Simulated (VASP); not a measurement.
# LiF (P6_3mc) in VASP: a series of runs

Runs on LiF. Level: PBE. Tasks: single point.

Everything below comes from runs of VASP 6.6.1. Logs are shortened: lines on timing, memory, paths and dates and some standing lists are left out, and cuts for length are marked.

## 1. The cell of the first run

It takes space group P6_3mc (No. 186, hexagonal). The conventional cell has a = 3.084 Å, b = 3.084 Å, c = 4.836 Å, α = 90.00°, β = 90.00°, γ = 120.00°. Li (site symmetry 3m) has 4 F at 1.86 to 1.87 Å within 2.5 Å. Within 2.5 Å of F (site symmetry 3m) lie 4 Li at 1.86 to 1.87 Å.

## 2. Single point, PBE (volume 9.955 Å^3 an atom, c/a of the conventional cell 1.5681)

File INCAR:

```
PREC = Accurate
ENCUT = 520
EDIFF = 1E-6
ISMEAR = 0
SIGMA = 0.05
LREAL = False
LASPH = True
NELM = 80
ALGO = Normal
ISIF = 2
LWAVE = False
LCHARG = False
GGA = PE
NBANDS = 18
```

File KPOINTS:

```
regular mesh
0
Gamma
  9 9 6
```

File POSCAR:

```
LiF
1.0
    3.0836261078      0.0000000000      0.0000000000
   -1.5418130539      2.6704985452      0.0000000000
    0.0000000000      0.0000000000      4.8355646714
Li F
2 2
Direct
    0.3333333333      0.6666666667      0.3810713234
    0.6666666667      0.3333333333      0.8810713234
    0.3333333333      0.6666666667      0.9939266766
    0.6666666667      0.3333333333      0.4939266766
```

Potentials or basis: VASP PAW PBE potentials, release 64 (Li_sv, F).

Launch:

```bash
$ cat potpaw_PBE.64/Li_sv/POTCAR potpaw_PBE.64/F/POTCAR > POTCAR
$ mpirun -np 1 vasp_std > vasp.out
```

OUTCAR:

```text
PREC = Accurate
   ENCUT = 520
   EDIFF = 1E-6
   ISMEAR = 0
   LREAL = False
   LASPH = True
   NELM = 80
   ISIF = 2
   GGA = PE

 ion  position               nearest neighbor table
   1  0.333  0.667  0.381-   4 1.86   4 1.86   4 1.86   3 1.87
   2  0.667  0.333  0.881-   3 1.86   3 1.86   3 1.86   4 1.87
   3  0.333  0.667  0.994-   2 1.86   2 1.86   2 1.86   1 1.87
   4  0.667  0.333  0.494-   1 1.86   1 1.86   1 1.86   2 1.87

  LATTYP: Found a hexagonal cell.
 ALAT       =     3.0836261078
 C/A-ratio  =     1.5681423436

  Lattice vectors:

 A1 = (   3.0836261078,   0.0000000000,   0.0000000000)
 A2 = (  -1.5418130539,   2.6704985452,   0.0000000000)
 A3 = (   0.0000000000,   0.0000000000,   4.8355646714)

Analysis of symmetry for initial positions (statically):
=====================================================================
 Subroutine PRICEL returns:
 Original cell was already a primitive cell.

 Routine SETGRP: Setting up the symmetry group for a
 hexagonal supercell.

 Subroutine GETGRP returns: Found 12 space group operations
 (whereof  6 operations were pure point group operations)
 out of a pool of 24 trial point group operations.

The static configuration has the point symmetry C_3v.
 The point group associated with its full space group is C_6v.

Analysis of symmetry for dynamics (positions and initial velocities):
=====================================================================
 Subroutine PRICEL returns:
 Original cell was already a primitive cell.

 Routine SETGRP: Setting up the symmetry group for a
 hexagonal supercell.

 Subroutine GETGRP returns: Found 12 space group operations
 (whereof  6 operations were pure point group operations)
 out of a pool of 24 trial point group operations.

The dynamic configuration has the point symmetry C_3v.
 The point group associated with its full space group is C_6v.

 Subroutine INISYM returns: Found 12 space group operations
 (whereof  6 operations are pure point group operations),
 and found     1 'primitive' translations

----------------------------------------------------------------------------------------

                                     Primitive cell

  volume of cell :      39.8200

[... 85 lines left out ...]
   ICHARG =      2    charge: 1-file 2-atom 10-const
   ISPIN  =      1    spin polarized calculation?
   LNONCOLLINEAR =      F non collinear calculations
   LSORBIT =      F    spin-orbit coupling
   LASPH  =      T    aspherical Exc in radial PAW
   ENCUT  =  520.0 eV  38.22 Ry    6.18 a.u.   5.73  5.73  8.99*2*pi/ulx,y,z
   NELM   =     80;   NELMIN=  2; NELMDL= -5     # of ELM steps
   EDIFF  = 0.1E-05   stopping-criterion for ELM
   LREAL  =      F    real-space projection
   EDIFFG = 0.1E-04   stopping-criterion for IOM
   NSW    =      0    number of steps for IOM
   IBRION =     -1    ionic relax: 0-MD 1-quasi-New 2-CG
   NFREE  =      0    steps in history (QN), initial steepest desc. (CG)
   ISIF   =      2    stress and relaxation
   ISYM   =      2    0-nonsym 1-usesym 2-fastsym
   POTIM  = 0.5000    time-step for ionic-motion
   TEBEG  =    0.0;   TEEND  =   0.0 temperature during run
   PSTRESS=    0.0 pullay stress
   NELECT =      20.0000    total number of electrons
   NUPDOWN=      -1.0000    fix difference up-down
   EMIN   =  10.00;   EMAX   =-10.00  energy-range for DOS
   EFERMI =   0.00;   METHOD = LEGACY
   ISMEAR =     0;   SIGMA  =   0.05  broadening in eV -4-tet -1-fermi 0-gaus
   EFERMI_NEDOS =   21; number of points for ismear=-14 and -15
   IALGO  =     38    algorithm
   IMIX   =      4    mixing-type and parameters
     AMIX     =   0.40;   BMIX     =  1.00
     AMIX_MAG =   1.60;   BMIX_MAG =  1.00
  volume/ion in A,a.u.               =       9.96        67.18
  Fermi-wavevector in a.u.,A,eV,Ry     =   1.301321  2.459140 23.040597  1.693436
  Thomas-Fermi vector in A             =   2.432462
   LORBIT       =      0    0 simple, 1 ext, 2 COOP (PROOUT), +10 PAW based schemes
   GGA     = PE    functional components
   LHFCALC =     F    Hartree Fock is set to
   AEXX    =    0.0000 exact exchange contribution
   IVDW    =     0    specifies the selected vdW correction
   LEPSILON=     F    determine dielectric tensor
   LRPA    =     F    only Hartree local field effects (RPA)
 non-spin polarized calculation
 Gauss-broadening in eV      SIGMA  =   0.05
  energy-cutoff  :      520.00
  volume of cell :       39.82
 maximum number of plane-waves:      1085
 NGX is ok and might be reduce to    24
   NGX = 11   NGY = 11   NGZ = 17

 number of electron      20.0000001 magnetization

 Free energy of the ion-electron system (eV)
  ---------------------------------------------------
  ext. energy  EPLUGINS =         0.00000000
  ---------------------------------------------------
  free energy    TOTEN  =       -19.28678073 eV

  energy without entropy =      -19.28678073  energy(sigma->0) =      -19.28678073

 E-fermi :  -2.1149     XC(G=0):  -8.8212

 val. band max:       -2.4830152851   @ k =   0.0000   0.0000   0.0000
 cond. band min:       5.3152423250   @ k =   0.0000   0.0000   0.0000
 fundamental gap:      7.7982576101
 Fermi energy:        -2.1148879754

 k-point     1 :       0.0000    0.0000    0.0000
  band No.  band energies     occupation
      1     -42.9260      2.00000
      2     -42.8857      2.00000
      3     -21.9173      2.00000
      4     -21.6837      2.00000
      5      -4.6325      2.00000
      6      -2.9461      2.00000
[... 481 lines left out ...]
      5      -4.4562      2.00000
      6      -3.6925      2.00000
[... 10 lines left out ...]
     17      16.0862      0.00000
     18      18.6396      0.00000

 [... further k-points ...]
[... 5 lines left out ...]
  --------------------------------------------------------------------------------------
  -------------------------------------------------------------------------------------
  Total        0.5391553      0.5391553      0.4950728      0.0000000      0.0000000      0.0000000
  in kB       21.6931793     21.6931793     19.9194973      0.0000000      0.0000000      0.0000000
  external PRESSURE =      21.1019520 kB  Pullay stress =       0.0000000 kB

 VOLUME and BASIS-vectors are now :
 -----------------------------------------------------------------------------
  energy-cutoff  :      520.00
  volume of cell :       39.82
      direct lattice vectors                 reciprocal lattice vectors
     3.083626108  0.000000000  0.000000000     0.324293531  0.187230958  0.000000000
    -1.541813054  2.670498545  0.000000000     0.000000000  0.374461915  0.000000000
     0.000000000  0.000000000  4.835564671     0.000000000  0.000000000  0.206801081

 POSITION                                       TOTAL-FORCE (eV/Angst)
 -----------------------------------------------------------------------------------
     -0.00000      1.78033      1.84270         0.000000      0.000000      0.003948
      1.54181      0.89017      4.26048        -0.000000      0.000000      0.003948
     -0.00000      1.78033      4.80620         0.000000      0.000000     -0.003948
      1.54181      0.89017      2.38841        -0.000000      0.000000     -0.003948
 -----------------------------------------------------------------------------------
    total drift:                                0.000001      0.000001     -0.006895

  FREE ENERGIE OF THE ION-ELECTRON SYSTEM (eV)
  ---------------------------------------------------
  free  energy   TOTEN  =       -19.2867807266 eV

  energy  without entropy=      -19.2867807266  energy(sigma->0) =      -19.28678073
```

It used 100 s of CPU time on 1 thread of AMD EPYC 7R13 Processor (Zen 3) (shared host).

Results:

| Quantity | Value |
| --- | --- |
| Free energy | -19.2868 eV |
| Largest force | 0.004 eV/Å |
| Band gap on the k mesh | 7.80 eV, direct |

Forces in eV/Å, atoms in the order of the input:
```
Li   0.000  0.000  0.004
Li   0.000  0.000  0.004
F    0.000  0.000 -0.004
F    0.000  0.000 -0.004
```

Caveat: the cutoff is under 1.25 times the usual one of these potentials, so pressure, stress and relaxed cells hold a basis-set (Pulay) error.

## 3. Single point, PBE (volume 9.955 Å^3 an atom, c/a of the conventional cell 1.6656)

File INCAR:

```
  ALGO = Normal
  EDIFF = 1E-6
  ENCUT = 520
  GGA = PE
  ISIF = 2
  ISMEAR = 0
  LASPH = True
  LCHARG = False
  LREAL = False
  LWAVE = False
  NBANDS = 18
  NELM = 80
  PREC = Accurate
  SIGMA = 0.05
```

File KPOINTS:

```
k-points
0
Gamma
  9 9 6
```

File POSCAR:

```
LiF
1.0
    3.0222703042      0.0000000000      0.0000000000
   -1.5111351521      2.6173628606      0.0000000000
    0.0000000000      0.0000000000      5.0338934187
Li F
2 2
Direct
    0.3333333333      0.6666666667      0.3810713234
    0.6666666667      0.3333333333      0.8810713234
    0.3333333333      0.6666666667      0.9939266766
    0.6666666667      0.3333333333      0.4939266766
```

Potentials or basis: VASP PAW PBE potentials, release 64 (Li_sv, F).

Launch:

```bash
$ cat potpaw_PBE.64/Li_sv/POTCAR potpaw_PBE.64/F/POTCAR > POTCAR
$ mpirun -np 1 vasp_std > vasp.out
```

It used 49 s of CPU time on 1 thread of AMD EPYC 7R13 Processor (Zen 3) (shared host).

It converged, with:

```
Free energy            : -19.2567 eV
Largest force          : 0.195 eV/Å
Band gap on the k mesh : 7.86 eV, direct
```

Forces in eV/Å, atoms in the order of the input:
```
Li   0.000  0.000 -0.195
Li   0.000  0.000 -0.195
F    0.000  0.000  0.195
F    0.000  0.000  0.195
```

Levels at points of the mesh, in eV from the valence-band top:
| k point | band 8 | band 9 | band 10 | band 11 | band 12 | band 13 |
| --- | --- | --- | --- | --- | --- | --- |
| (0.00, 0.00, 0.00) | -0.05 | -0.05 | 0.00 | 7.86 | 11.82 | 15.05 |
| (0.00, 0.00, 0.50) | -0.17 | -0.17 | -0.17 | 9.48 | 9.48 | 17.20 |

Caveat: the cutoff is under 1.25 times the usual one of these potentials, so pressure, stress and relaxed cells hold a basis-set (Pulay) error.

## 4. Single point, PBE (volume 9.955 Å^3 an atom, c/a of the conventional cell 1.4764)

File INCAR:

```
SYSTEM = LiF
  PREC = Accurate
  ENCUT = 520
  EDIFF = 1E-7
  ISMEAR = 0
  SIGMA = 0.05
  LREAL = .False.
  LASPH = .True.
  NELM = 100
  ALGO = Normal
  ISIF = 2
  LWAVE = .False.
  LCHARG = .False.
  GGA = PE
  NBANDS = 18
```

File KPOINTS:

```
regular mesh
0
Gamma
  9 9 6
  0 0 0
```

File POSCAR:

```
LiF
1.0
    3.1462183702      0.0000000000      0.0000000000
   -1.5731091851      2.7247050344      0.0000000000
    0.0000000000      0.0000000000      4.6450768017
Li F
2 2
Direct
    0.3333333333      0.6666666667      0.3810713234
    0.6666666667      0.3333333333      0.8810713234
    0.3333333333      0.6666666667      0.9939266766
    0.6666666667      0.3333333333      0.4939266766
```

Potentials or basis: VASP PAW PBE potentials, release 64 (Li_sv, F).

Launch:

```bash
$ cat potpaw_PBE.64/Li_sv/POTCAR potpaw_PBE.64/F/POTCAR > POTCAR
$ mpirun -np 1 vasp_std > vasp.out
```

OUTCAR:

```text
SYSTEM = LiF
   PREC = Accurate
   ENCUT = 520
   EDIFF = 1E-7
   ISMEAR = 0
   LREAL = .False.
   LASPH = .True.
   NELM = 100
   ISIF = 2
   GGA = PE

 ion  position               nearest neighbor table
   1  0.333  0.667  0.381-   3 1.80   4 1.89   4 1.89   4 1.89
   2  0.667  0.333  0.881-   4 1.80   3 1.89   3 1.89   3 1.89
   3  0.333  0.667  0.994-   1 1.80   2 1.89   2 1.89   2 1.89
   4  0.667  0.333  0.494-   2 1.80   1 1.89   1 1.89   1 1.89

  LATTYP: Found a hexagonal cell.
 ALAT       =     3.1462183702
 C/A-ratio  =     1.4764000000

  Lattice vectors:

 A1 = (   3.1462183702,   0.0000000000,   0.0000000000)
 A2 = (  -1.5731091851,   2.7247050344,   0.0000000000)
 A3 = (   0.0000000000,   0.0000000000,   4.6450768017)

Analysis of symmetry for initial positions (statically):
=====================================================================
 Subroutine PRICEL returns:
 Original cell was already a primitive cell.

 Routine SETGRP: Setting up the symmetry group for a
 hexagonal supercell.

 Subroutine GETGRP returns: Found 12 space group operations
[... 167 lines left out ...]
  ---------------------------------------------------
  free energy    TOTEN  =       -19.25832461 eV

  energy without entropy =      -19.25832461  energy(sigma->0) =      -19.25832461

 E-fermi :  -2.1491     XC(G=0):  -8.8184

 val. band max:       -2.4317731743   @ k =   0.0000   0.0000   0.0000
 cond. band min:       5.3024383159   @ k =   0.0000   0.0000   0.0000
 fundamental gap:      7.7342114902
 Fermi energy:        -2.1490892654

 k-point     1 :       0.0000    0.0000    0.0000
  band No.  band energies     occupation
      1     -42.9350      2.00000
      2     -42.8860      2.00000
      3     -21.9199      2.00000
      4     -21.6448      2.00000
      5      -4.6346      2.00000
      6      -3.0414      2.00000
[... 481 lines left out ...]
      5      -4.4698      2.00000
      6      -3.7321      2.00000
[... 10 lines left out ...]
     17      16.2443      0.00000
     18      18.5444      0.00000

 [... further k-points ...]
[... 5 lines left out ...]
  --------------------------------------------------------------------------------------
  -------------------------------------------------------------------------------------
  Total        0.0743664      0.0743664      1.5618691      0.0000000      0.0000000      0.0000000
  in kB        2.9921684      2.9921684     62.8425723      0.0000000      0.0000000      0.0000000
  external PRESSURE =      22.9423030 kB  Pullay stress =       0.0000000 kB

 VOLUME and BASIS-vectors are now :
 -----------------------------------------------------------------------------
  energy-cutoff  :      520.00
  volume of cell :       39.82
      direct lattice vectors                 reciprocal lattice vectors
     3.146218370  0.000000000  0.000000000     0.317841892  0.183506102  0.000000000
    -1.573109185  2.724705034  0.000000000     0.000000000  0.367012204  0.000000000
     0.000000000  0.000000000  4.645076802     0.000000000  0.000000000  0.215281693

 POSITION                                       TOTAL-FORCE (eV/Angst)
 -----------------------------------------------------------------------------------
     -0.00000      1.81647      1.77011        -0.000000      0.000000      0.299920
      1.57311      0.90824      4.09264        -0.000000     -0.000000      0.299920
     -0.00000      1.81647      4.61687        -0.000000      0.000000     -0.299920
      1.57311      0.90824      2.29433         0.000000     -0.000000     -0.299920
 -----------------------------------------------------------------------------------
    total drift:                                0.000000     -0.000000     -0.004521

  FREE ENERGIE OF THE ION-ELECTRON SYSTEM (eV)
  ---------------------------------------------------
  free  energy   TOTEN  =       -19.2583246126 eV

  energy  without entropy=      -19.2583246126  energy(sigma->0) =      -19.25832461
```

It used 82 s of CPU time on 1 thread of AMD EPYC 7R13 Processor (Zen 3) (shared host).

What came out:

```
Free energy            : -19.2583 eV
Largest force          : 0.300 eV/Å
Band gap on the k mesh : 7.73 eV, direct
```

Forces in eV/Å, atoms in the order of the input:
```
Li   0.000  0.000  0.300
Li   0.000  0.000  0.300
F    0.000  0.000 -0.300
F    0.000  0.000 -0.300
```

Caveat: the cutoff is under 1.25 times the usual one of these potentials, so pressure, stress and relaxed cells hold a basis-set (Pulay) error.

(Part 1 of 3 ends here.)
